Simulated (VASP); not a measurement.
Wanted: the native input for a VASP 6.6.1 run.

```
Task                   : single point
Functional             : PBEsol
Potentials or basis    : VASP PAW PBE potentials, release 64 (W_sv, Se)
Cutoff                 : 520 eV
k mesh                 : 10 × 10 × 10
Occupations            : fermi-dirac, width 0.15 eV
Spin                   : no spin polarisation
Dipole correction      : no
Further INCAR settings : ALGO = Normal; EDIFF = 1e-06; NBANDS = 24
```

The structure of WSe3 lies in POSCAR:

```
WSe3
1.0
    4.9238331444      0.0000000000      0.0000000000
    0.0000000000      4.9238331444      0.0000000000
    0.0000000000      0.0000000000      4.9238331444
W Se
1 3
Direct
    0.0000000000      0.0000000000      0.0000000000
    0.0000000000      0.0000000000      0.5000000000
    0.0000000000      0.5000000000      0.0000000000
    0.5000000000      0.0000000000      0.0000000000
```

This cell differs from its parent crystal: volume scaled by 1.02.

These files were run (other wordings do the same):

INCAR

```
SYSTEM = WSe3
ALGO     = Normal         ! electronic algorithm
EDIFF    = 1E-6           ! SCF threshold, eV
ENCUT    = 520            ! plane-wave cutoff, eV
GGA      = PS             ! functional
ISIF     = 2              ! what is computed and relaxed
ISMEAR   = -1             ! smearing method
LASPH    = .True.         ! aspherical terms in the spheres
LCHARG   = .True.         ! write CHGCAR
LELF     = .True.         ! ELF
LREAL    = .False.        ! projectors in reciprocal space
LVHAR    = .True.       
LWAVE    = .False.        ! write WAVECAR
NBANDS   = 24             ! bands
NELM     = 60             ! most SCF steps
PREC     = Accurate       ! precision mode
SIGMA    = 0.15           ! smearing width, eV
```

KPOINTS

```
k-points
0
Gamma
  10 10 10
  0 0 0
```

Potentials or basis: VASP PAW PBE potentials, release 64 (W_sv, Se).

Command:

```sh
$ cat potpaw_PBE.64/W_sv/POTCAR potpaw_PBE.64/Se/POTCAR > POTCAR
$ mpirun -np 1 vasp_std > vasp.out
```

It gave:

```
Pressure               : -1.4 GPa
Band gap on the k mesh : zero (band 16 reaches 2.75 eV, above the bottom of band 17 at 1.45 eV)
```

Caveat: the PAW data sets were made with another functional, which shifts forces and pressure a little; spin-orbit coupling is left out, which moves the levels of the heavy elements.

Wall time 2.4 min on 1 thread of AMD EPYC 9R45 (Zen 5) (shared host), peak memory 0.28 GiB.
